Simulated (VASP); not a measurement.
HgTe (CsCl type), 2 atoms in the cell. Symmetry: Pm-3m, No. 221, cubic system. Conventional cell: a = 3.622 Å, b = 3.622 Å, c = 3.622 Å, α = 90.00°, β = 90.00°, γ = 90.00°. Within 4.1 Å of Hg (site symmetry m-3m) lie 8 Te at 3.14 Å and 6 Hg at 3.62 Å. Within 4.1 Å of Te (site symmetry m-3m) lie 8 Hg at 3.14 Å and 6 Te at 3.62 Å. 

| Item | Value |
| --- | --- |
| Program | VASP 6.6.1 |
| Task | single point |
| Functional | PBE |
| Potentials or basis | VASP PAW PBE potentials, release 64 (Hg, Te) |
| Cutoff | 520 eV |
| k mesh | 12 × 12 × 12 |
| Occupations | fermi-dirac, width 0.05 eV |
| Spin | no spin polarisation |
| Dipole correction | no |
| Further INCAR settings | ALGO = Normal; EDIFF = 1e-06; NBANDS = 16 |

Potentials or basis: VASP PAW PBE potentials, release 64 (Hg, Te).

The run is started by

```console
$ cat potpaw_PBE.64/Hg/POTCAR potpaw_PBE.64/Te/POTCAR > POTCAR
$ mpirun -np 1 vasp_std > vasp.out
```

Hardware: 1 thread of Intel Xeon 8259CL (shared host).

How long does it take, and how much memory?

Run time: 78 s on 1 thread of Intel Xeon 8259CL, with other jobs on the host, peak memory 0.21 GiB. Counts: scf iterations 12, k points 84.
